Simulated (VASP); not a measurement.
Ge: single point with LDA

Slab: Ge, a slab with vacuum.

```
Ge
1.0
     4.02200    0.00000    0.00000
    -2.01100    3.48315    0.00000
     0.00000    0.00000   28.00000
Ge
2
Direct
  0.33333 0.66667 0.50255
  0.66667 0.33333 0.49745
```

| Property | Result |
| --- | --- |
| Program | VASP 6.6.1 |
| Task | single point |
| Functional | LDA |
| Potentials or basis | VASP PAW LDA potentials, release 64 (Ge_d) |
| Cutoff | 520 eV |
| k mesh | 12 × 12 × 1 |
| Occupations | gaussian, width 0.1 eV |
| Spin | no spin polarisation |
| Dipole correction | yes |
| Further INCAR settings | ALGO = Normal; EDIFF = 1e-07; NBANDS = 21 |

```
Largest force          : 0.302 eV/Å
Band gap on the k mesh : zero (band 14 reaches -3.52 eV, above the bottom of band 15 at -4.53 eV)
```

Forces in eV/Å, atoms in the order of the input:
```
Ge   0.000  0.000  0.302
Ge   0.000  0.000 -0.302
```

Levels at points of the mesh, in eV from the Fermi level:
```tsv
k point	band 11	band 12	band 13	band 14	band 15	band 16	band 17	band 18
(0.00, 0.00, 0.00)	-12.29	-3.09	-1.58	-1.58	-0.95	3.13	3.24	3.24
(0.50, 0.00, 0.00)	-10.21	-8.36	-3.15	-0.97	0.42	0.86	5.98	6.36
```

It took 4.2 min on 1 thread of Intel(R) Xeon(R) Platinum 8375C CPU @ 2.90GHz (Ice Lake), on a shared host, peak memory 0.4 GiB.
